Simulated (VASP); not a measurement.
Here is a VASP 6.6.1 calculation.

File POSCAR:

```
SrMg3O4
1.0
   -2.3118551072      2.3118551072      4.3826572370
    2.3118551072     -2.3118551072      4.3826572370
    2.3118551072      2.3118551072     -4.3826572370
Mg O Sr
3 4 1
Direct
    0.7500000000      0.2500000000      0.5000000000
    0.0000000000      0.0000000000      0.0000000000
    0.2500000000      0.7500000000      0.5000000000
    0.5000000000      0.0000000000      0.5000000000
    0.7732402591      0.7732402591      0.0000000000
    0.0000000000      0.5000000000      0.5000000000
    0.2267597409      0.2267597409      0.0000000000
    0.5000000000      0.5000000000      0.0000000000
```

INCAR.step1

```
  PREC = Accurate
  ENCUT = 520
  ISMEAR = 0
  SIGMA = 0.01
  LREAL = F
  LASPH = T
  NELM = 60
  NBANDS = 30
  GGA = PE
  ALGO = Normal
  EDIFF = 1E-4
  LWAVE = T
  LCHARG = F
```

INCAR.step2

```
  PREC = Accurate
  ENCUT = 520
  EDIFF = 1E-6
  ISMEAR = 0
  SIGMA = 0.01
  LREAL = F
  LASPH = T
  NELM = 60
  ALGO = Normal
  ISIF = 2
  LWAVE = F
  LCHARG = F
  METAGGA = R2SCAN
  LMIXTAU = T
  NBANDS = 30
  ISTART = 1
```

KPOINTS

```
regular mesh
0
Gamma
  8 8 8
```

Potentials or basis: VASP PAW PBE potentials, release 64 (Mg, O, Sr_sv).

The run is started by

```sh
$ cat potpaw_PBE.64/Mg/POTCAR potpaw_PBE.64/O/POTCAR potpaw_PBE.64/Sr_sv/POTCAR > POTCAR
$ cp INCAR.step1 INCAR
$ mpirun -np 1 vasp_std > vasp.out
$ cp INCAR.step2 INCAR
$ mpirun -np 1 vasp_std > vasp.out
```

(1) What does it give for the band gap on the k mesh?

(2) What does it give for the largest force?

Results:

(1) 3.40 eV (least direct gap 3.43 eV).

(2) 0.067 eV/Å.

Caveat: the PAW data sets were made with another functional, which shifts forces and pressure a little.
